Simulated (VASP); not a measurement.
Here is a VASP 6.6.1 calculation.

File INCAR:

```
PREC     = Accurate       # precision mode
ENCUT    = 520            # plane-wave cutoff, eV
EDIFF    = 1E-8           # SCF threshold, eV
ISMEAR   = -1             # smearing method
SIGMA    = 0.05           # smearing width, eV
LREAL    = False          # projectors in reciprocal space
LASPH    = True           # aspherical terms in the spheres
NELM     = 60             # most SCF steps
ALGO     = Normal         # electronic algorithm
ISIF     = 2              # what is computed and relaxed
LWAVE    = False          # write WAVECAR
LCHARG   = False          # write CHGCAR
GGA      = PS             # functional
LEFG     = True         
NBANDS   = 10             # bands
```

The input KPOINTS:

```
Automatic mesh
0
Gamma
  12 12 12
```

Contents of POSCAR:

```
Na
1.0
   -2.0888816270      2.0888816270      2.0888816270
    2.0888816270     -2.0888816270      2.0888816270
    2.0888816270      2.0888816270     -2.0888816270
Na
1
Direct
    0.0000000000      0.0000000000      0.0000000000
```

Potentials or basis: VASP PAW PBE potentials, release 64 (Na_pv).

Command:

```bash
$ cat potpaw_PBE.64/Na_pv/POTCAR > POTCAR
$ mpirun -np 1 vasp_std > vasp.out
```

Problem. What does it give for the pressure?

Solution. 0.0 GPa.

Caveat: without QUAD_EFG the Cq values of the log hold for a quadrupole moment of 1 mb, not for the nuclei; the PAW data sets were made with another functional, which shifts forces and pressure a little.
